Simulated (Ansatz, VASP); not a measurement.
CsOs2 in VASP and in Ansatz

INCAR

```
SYSTEM = CsOs2
  PREC = Accurate
  ENCUT = 600
  EDIFF = 1E-6
  ISMEAR = 0
  SIGMA = 0.1
  LREAL = .False.
  LASPH = .True.
  NELM = 100
  ALGO = Normal
  ISIF = 3
  LWAVE = .False.
  LCHARG = .False.
  GGA = PE
  IBRION = 2
  NSW = 100
  EDIFFG = -0.01
```

The input KPOINTS:

```
regular mesh
0
Gamma
  12 12 12
  0 0 0
```

The input POSCAR:

```
CsOs2
1.0
    0.0000000000      3.2515676592      3.2515676592
    3.2515676592      0.0000000000      3.2515676592
    3.2515676592      3.2515676592      0.0000000000
Cs Os
1 2
Direct
    0.0000000000      0.0000000000      0.0000000000
    0.7500000000      0.7500000000      0.7500000000
    0.5000000000      0.5000000000      0.5000000000
```

Input for Ansatz:

```yaml
crystal:
  lattice:
    - [0.0, 3.2515676592, 3.2515676592]
    - [3.2515676592, 0.0, 3.2515676592]
    - [3.2515676592, 3.2515676592, 0.0]
  atoms:
    - { symbol: Cs, position: [0.0, 0.0, 0.0] }
    - { symbol: Os, position: [0.75, 0.75, 0.75] }
    - { symbol: Os, position: [0.5, 0.5, 0.5] }
basis:
  ecutwfc: 420
kpoints:
  mp_grid: { grid: [12, 12, 12] }
hamiltonian:
  xc: pbe
scf:
  occupations: { method: gaussian, width: 0.1 }
output:
  forces: true
  stress: true
  eigenvalues: true
  write_density: true
  write_potential: true
  elf: true
  volumetric_format: npy
relax:
  adjacent_minimum: "off"
  f_tol: 0.01
  max_steps: 80
  cell: { stress_tol: 0.05 }
```

Change from the starting cell: species swapped into the Cu2Se type (F-43m, No. 216).

Alike in both runs: task relaxation of cell and atoms; functional PBE; k mesh 12 × 12 × 12; occupations gaussian, width 0.1 eV; no spin polarisation.

```csv
,VASP,Ansatz
version,VASP 6.6.1,Ansatz 0.2.0
potentials or method,"VASP PAW PBE potentials, release 64 (Cs_sv, Os), cutoff 600 eV","scalar-relativistic, plane waves, PAW"
valence electrons in the cell,25,41
```

|  | VASP | Ansatz | Ansatz less VASP |
| --- | --- | --- | --- |
| gap on the k mesh at the Fermi level, each at its own relaxed structure (eV) | none | none | - |
| relaxed volume (Å³/atom) | 23.25 | 22.89 | -0.358 |
| relaxed cell length with the largest relative difference (Å) | 4.620 | 4.597 | -0.0238 |

A gap of «none» marks a metal or a gap that the smearing closes. VASP's potentials hold 25 valence electrons a cell and Ansatz's 41, so a difference there can come from the potentials and not from the codes.

Spin-orbit coupling is off throughout.
